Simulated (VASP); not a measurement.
The system is Ca.

```xyz
1
Lattice="2.2200 2.2200 2.2200 -2.2200 2.2200 2.2200 -2.2200 -2.2200 2.2200" Properties=species:S:1:pos:R:3 pbc="T T T"
Ca    0.0000    0.0000    0.0000
```

```yaml
Program: VASP 6.6.1
Task: relaxation of cell and atoms
Functional: LDA
Potentials_or_basis: VASP PAW LDA potentials, release 64 (Ca_sv)
Cutoff: 500 eV
k_mesh: 7 × 7 × 7
Occupations: gaussian, width 0.1 eV
Spin: no spin polarisation
```

At the start: pressure -2.2 GPa; volume 43.76 Å³/atom.

How do energy, volume and symmetry change on relaxing?

Over 4 steps the energy falls by 47.1 meV/atom and the volume is 37.43 Å³/atom (-14.5 %); space group Im-3m (No. 229, to 0.05 Å).

Step by step:
| step | energy change (eV) | largest force (eV/Å) | pressure (GPa) | volume (Å³) |
| --- | --- | --- | --- | --- |
| 1 | 0.0000 | 0.0000 | -2.17 | 43.76 |
| 2 | -0.0376 | 0.0000 | -1.08 | 40.12 |
| 3 | -0.0470 | 0.0000 | -0.15 | 37.77 |
| 4 | -0.0471 | 0.0000 | 0.01 | 37.43 |

Final structure:
```cif
data_structure
_symmetry_space_group_name_H-M 'P 1'
_symmetry_Int_Tables_number 1
_cell_length_a 3.6500
_cell_length_b 3.6500
_cell_length_c 3.6500
_cell_angle_alpha 70.529
_cell_angle_beta 109.471
_cell_angle_gamma 70.529
_cell_volume 37.43
loop_
_atom_site_label
_atom_site_type_symbol
_atom_site_fract_x
_atom_site_fract_y
_atom_site_fract_z
_atom_site_occupancy
Ca1 Ca 0.00000 0.00000 0.00000 1
```
